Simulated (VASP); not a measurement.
MgO: single point with r2SCAN

MgO:

```xyz
2
Lattice="-0.4556 1.9008 1.9008 1.9008 -0.4556 1.9008 1.9008 1.9008 -0.4556" Properties=species:S:1:pos:R:3 pbc="T T T"
Mg    0.0000    0.0000    0.0000
O     1.6730    1.6730    1.6730
```

This cell differs from its parent crystal: ratio of the length along [111] to the lengths across it x 0.71, volume and fractional coordinates fixed.

| Quantity | Value |
| --- | --- |
| Program | VASP 6.6.1 |
| Task | single point |
| Functional | r2SCAN |
| Potentials or basis | VASP PAW PBE potentials, release 64 (Mg, O) |
| Cutoff | 520 eV |
| k mesh | 10 × 10 × 10 |
| Occupations | gaussian, width 0.05 eV |
| Spin | no spin polarisation |

```yaml
Pressure: -1.7 GPa
Band_gap_on_the_k_mesh: 3.86 eV, direct
```

Stress tensor (GPa, compression positive):
```
-1.69 16.08 16.08
16.08 -1.69 16.08
16.08 16.08 -1.69
```

Levels at points of the mesh, in eV from the valence-band top:
```csv
k point,band 1,band 2,band 3,band 4,band 5,band 6,band 7,band 8,band 9
"(0.00, 0.00, 0.00)",-19.17,-1.27,-1.27,0.00,3.86,12.88,12.88,19.30,23.53
"(0.50, 0.00, 0.00)",-18.03,-5.98,-1.36,-0.34,7.93,11.13,16.49,18.04,21.70
"(0.50, 0.50, 0.00)",-17.42,-4.96,-3.56,-0.69,7.09,12.44,12.45,16.28,22.27
"(0.50, 0.50, 0.50)",-16.92,-4.43,-2.81,-2.81,6.42,11.87,11.87,16.23,18.86
```

It took 47 s on 1 thread of Intel(R) Xeon(R) Platinum 8559C (Emerald Rapids) (shared host), peak memory 0.14 GiB.

Caveat: the PAW data sets were made with another functional, which shifts forces and pressure a little.
